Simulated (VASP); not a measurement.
BaTiO3: single point with r2SCAN

The system is BaTiO3.

```
Ba Ti O
1.0
     2.70853    1.56377    2.21152
    -2.70853    1.56377    2.21152
     0.00000   -3.12754    2.21152
Ba Ti O
1 1 3
Direct
  0.99430 0.99430 0.99430
  0.49439 0.49439 0.49439
  0.49414 0.99413 0.49414
  0.49414 0.49414 0.99413
  0.99413 0.49414 0.49414
```

```json
{"Program": "VASP 6.6.1", "Task": "single point", "Functional": "r2SCAN", "Potentials or basis": "VASP PAW PBE potentials, release 64 (Ba_sv, Ti_sv, O)", "Cutoff": "520 eV", "k mesh": "8 × 8 × 8", "Occupations": "gaussian, width 0.02 eV", "Spin": "no spin polarisation"}
```

```
Pressure               : 33.2 GPa
Largest force          : 0.017 eV/Å
Band gap on the k mesh : 2.43 eV
```

Forces in eV/Å, atoms in the order of the input:
```
Ba   0.000  0.000 -0.017
Ti   0.000  0.000  0.015
O   -0.012  0.007  0.001
O    0.000 -0.014  0.001
O    0.012  0.007  0.001
```

Levels at points of the mesh, in eV from the valence-band top:
| k point | band 18 | band 19 | band 20 | band 21 | band 22 | band 23 |
| --- | --- | --- | --- | --- | --- | --- |
| (0.00, 0.00, 0.00) | 0.00 | 0.00 | 0.00 | 2.43 | 2.43 | 2.43 |
| (0.50, 0.00, 0.00) | -1.97 | -0.72 | -0.72 | 2.65 | 4.60 | 4.60 |
| (0.50, 0.50, 0.00) | -0.77 | -0.77 | -0.12 | 4.62 | 4.62 | 5.11 |
| (0.50, 0.50, 0.50) | 0.00 | 0.00 | 0.00 | 5.48 | 5.48 | 5.48 |

Run time: 3.7 min on 1 thread of Intel Xeon 8259CL (shared host), peak memory 0.24 GiB.

Caveat: the cell stands under pressure; the PAW data sets were made with another functional, which shifts forces and pressure a little; spin-orbit coupling is left out, which moves the levels of the heavy elements. A k mesh can miss the band edges.
